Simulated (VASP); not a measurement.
A run of VASP 6.6.1:

POSCAR

```
Sn
1.0
    0.0000000000      3.2844597792      3.3028527539
    3.2844597792      0.0000000000      3.3028527539
    3.2844597792      3.2844597792      0.0000000000
Sn
2
Direct
    0.0000000000      0.0000000000      0.0000000000
    0.2500000000      0.2500000000      0.2500000000
```

The input INCAR.step1:

```
SYSTEM = Sn
PREC     = Accurate       ! precision mode
ENCUT    = 520            ! plane-wave cutoff, eV
EDIFF    = 1E-5           ! SCF threshold, eV
ISMEAR   = -1             ! smearing method
SIGMA    = 0.02           ! smearing width, eV
LREAL    = .False.        ! projectors in reciprocal space
LASPH    = .True.         ! aspherical terms in the spheres
NELM     = 80             ! most SCF steps
ALGO     = Normal         ! electronic algorithm
ISIF     = 2              ! what is computed and relaxed
LWAVE    = .True.         ! write WAVECAR
LCHARG   = .False.        ! write CHGCAR
GGA      = PE             ! functional
NBANDS   = 21             ! bands
```

File INCAR.step2:

```
SYSTEM = Sn
PREC     = Accurate       ! precision mode
ENCUT    = 520            ! plane-wave cutoff, eV
EDIFF    = 1E-6           ! SCF threshold, eV
ISMEAR   = -1             ! smearing method
SIGMA    = 0.02           ! smearing width, eV
LREAL    = .False.        ! projectors in reciprocal space
LASPH    = .True.         ! aspherical terms in the spheres
NELM     = 80             ! most SCF steps
ALGO     = Normal         ! electronic algorithm
ISIF     = 2              ! what is computed and relaxed
LWAVE    = .False.        ! write WAVECAR
LCHARG   = .False.        ! write CHGCAR
GGA      = PE             ! functional
LHFCALC  = .True.         ! exact exchange
HFSCREEN = 0.2079         ! screening, 1/A
PRECFOCK = Normal       
ISTART   = 1            
NBANDS   = 21             ! bands
```

KPOINTS

```
regular mesh
0
Gamma
  4 4 4
  0 0 0
```

Potentials or basis: VASP PAW PBE potentials, release 64 (Sn_d).

Command:

```bash
$ cat potpaw_PBE.64/Sn_d/POTCAR > POTCAR
$ cp INCAR.step1 INCAR
$ mpirun -np 1 vasp_std > vasp.out
$ cp INCAR.step2 INCAR
$ mpirun -np 1 vasp_std > vasp.out
```

Hardware: 1 thread of AMD EPYC 7R13 (shared host).

Q: Estimate the wall time of this run.

A: It took 85 min on 1 thread of AMD EPYC 7R13, with other jobs on the host, peak memory 0.33 GiB. Counts: k points 13.
